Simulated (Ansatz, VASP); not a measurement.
# Two plane-wave programs on CaB2

The input INCAR:

```
SYSTEM = CaB2
PREC     = Accurate       ! precision mode
ENCUT    = 520            ! plane-wave cutoff, eV
EDIFF    = 1E-6           ! SCF threshold, eV
ISMEAR   = 0              ! smearing method
SIGMA    = 0.1            ! smearing width, eV
LREAL    = .FALSE.        ! projectors in reciprocal space
LASPH    = .TRUE.         ! aspherical terms in the spheres
NELM     = 60             ! most SCF steps
ALGO     = Normal         ! electronic algorithm
ISIF     = 2              ! what is computed and relaxed
LWAVE    = .FALSE.        ! write WAVECAR
LCHARG   = .TRUE.         ! write CHGCAR
GGA      = PE             ! functional
LELF     = .TRUE.         ! ELF
LVHAR    = .TRUE.       
NBANDS   = 25             ! bands
```

The input KPOINTS:

```
Automatic mesh
0
G
  6 6 6
  0 0 0
```

The input POSCAR:

```
CaB2
1.0
    1.6759594567     -6.6635894749      0.0000000000
    1.6759594567      6.6635894749      0.0000000000
    0.0000000000      0.0000000000      3.3211673637
Ca B
2 4
Direct
    0.8946000000      0.1054000000      0.7500000000
    0.1054000000      0.8946000000      0.2500000000
    0.5522000000      0.4478000000      0.7500000000
    0.4478000000      0.5522000000      0.2500000000
    0.2496000000      0.7504000000      0.7500000000
    0.7504000000      0.2496000000      0.2500000000
```

Input for Ansatz:

```yaml
crystal:
  lattice:
    - [1.6759594567, -6.6635894749, 0.0]
    - [1.6759594567, 6.6635894749, 0.0]
    - [0.0, 0.0, 3.3211673637]
  atoms:
    - { symbol: Ca, position: [0.8946, 0.1054, 0.75] }
    - { symbol: Ca, position: [0.1054, 0.8946, 0.25] }
    - { symbol: B, position: [0.5522, 0.4478, 0.75] }
    - { symbol: B, position: [0.4478, 0.5522, 0.25] }
    - { symbol: B, position: [0.2496, 0.7504, 0.75] }
    - { symbol: B, position: [0.7504, 0.2496, 0.25] }
basis:
  ecutwfc: 420
kpoints:
  mp_grid: { grid: [6, 6, 6] }
hamiltonian:
  xc: pbe
scf:
  occupations: { method: gaussian, width: 0.1 }
  lower_state_search: "off"
output:
  forces: true
  stress: true
  eigenvalues: true
```

Alike in both runs: task single point; functional PBE; k mesh 6 × 6 × 6; occupations gaussian, width 0.1 eV; no spin polarisation.

```csv
,VASP,Ansatz
version,VASP 6.6.1,Ansatz 0.2.0
potentials or method,"VASP PAW PBE potentials, release 64 (Ca_sv, B), cutoff 520 eV","scalar-relativistic, plane waves, PAW"
valence electrons in the cell,32,32
```

Ansatz gave:

| Item | Value |
| --- | --- |
| gap on the k mesh at the Fermi level (eV) | none |
| pressure (GPa) | 17.6 |
| traceless stress, the component that is largest in VASP (GPa) | -0.57 |
| rms of the force components (eV/Å) | 1.299 |

Which values does VASP return?

gap on the k mesh at the Fermi level (eV): none; pressure (GPa): 18.0; traceless stress, the component that is largest in VASP (GPa): -0.63; rms of the force components (eV/Å): 1.301.

Atom by atom the forces differ by 0.003 eV/Å (rms over components). A gap of «none» marks a metal or a gap that the smearing closes.
